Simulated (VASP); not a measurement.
A run of VASP 6.6.1:

File INCAR:

```
PREC = Accurate ; ENCUT = 600
EDIFF = 1E-6 ; ISMEAR = 0
SIGMA = 0.02 ; LREAL = F
LASPH = T ; NELM = 100
ALGO = Normal ; ISIF = 3
LWAVE = F ; LCHARG = F
GGA = PE ; IBRION = 2
NSW = 100 ; EDIFFG = -0.01
```

File KPOINTS:

```
regular mesh
0
Gamma
  6 6 6
```

The input POSCAR:

```
Ca2SnF6
1.0
    0.0000000000      4.1348313059      4.1348313059
    4.1348313059      0.0000000000      4.1348313059
    4.1348313059      4.1348313059      0.0000000000
Ca Sn F
2 1 6
Direct
    0.2500000000      0.2500000000      0.2500000000
    0.7500000000      0.7500000000      0.7500000000
    0.0000000000      0.0000000000      0.0000000000
    0.7326817418      0.2673182582      0.2673182582
    0.2673182582      0.7326817418      0.7326817418
    0.2673182582      0.7326817418      0.2673182582
    0.7326817418      0.2673182582      0.7326817418
    0.2673182582      0.2673182582      0.7326817418
    0.7326817418      0.7326817418      0.2673182582
```

Potentials or basis: VASP PAW PBE potentials, release 64 (Ca_sv, Sn_d, F).

The run is started by

```sh
$ cat potpaw_PBE.64/Ca_sv/POTCAR potpaw_PBE.64/Sn_d/POTCAR potpaw_PBE.64/F/POTCAR > POTCAR
$ mpirun -np 1 vasp_std > vasp.out
```

Hardware: 1 thread of Oxide Virtual Turin-like Processor (shared host).

Task: Estimate the wall time of this run.

Result: Run time: 9.5 min on 1 thread of Oxide Virtual Turin-like Processor, with other jobs on the host, peak memory 0.37 GiB. Counts: scf iterations 35, k points 16, ion steps 4.
